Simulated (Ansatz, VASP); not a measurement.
**One calculation of CdTe, two programs**

```
Cd Te
1.0
     0.00000    3.20370    3.20370
     3.20370    0.00000    3.20370
     3.20370    3.20370    0.00000
Cd Te
1 1
Direct
  0.00000 0.00000 0.00000
  0.25000 0.25000 0.25000
```

Alike in both runs: functional LDA; k mesh 12 × 12 × 12; occupations fermi-dirac, width 0.05 eV; no spin polarisation.

Ansatz relaxed the structure, and its values are those at the end. VASP's run is a single point on that final structure, the one shown.

```csv
,VASP,Ansatz
version,VASP 6.6.1,Ansatz 0.2.0
potentials or method,"VASP PAW LDA potentials, release 64 (Cd, Te)","PAW with Ansatz's default frozen-core files, scalar-relativistic"
plane-wave cutoff (eV),520,420
valence electrons in the cell,18,36
```

```csv
,VASP,Ansatz,Ansatz less VASP
pressure (GPa),0.3,0.0,-0.27
```

LDA's correlation is that of Perdew and Zunger in VASP and of Perdew and Wang (1992) in Ansatz. VASP's potentials hold 18 valence electrons a cell and Ansatz's 36, so a difference there can come from the potentials and not from the codes.

Neither program's run includes spin-orbit coupling.
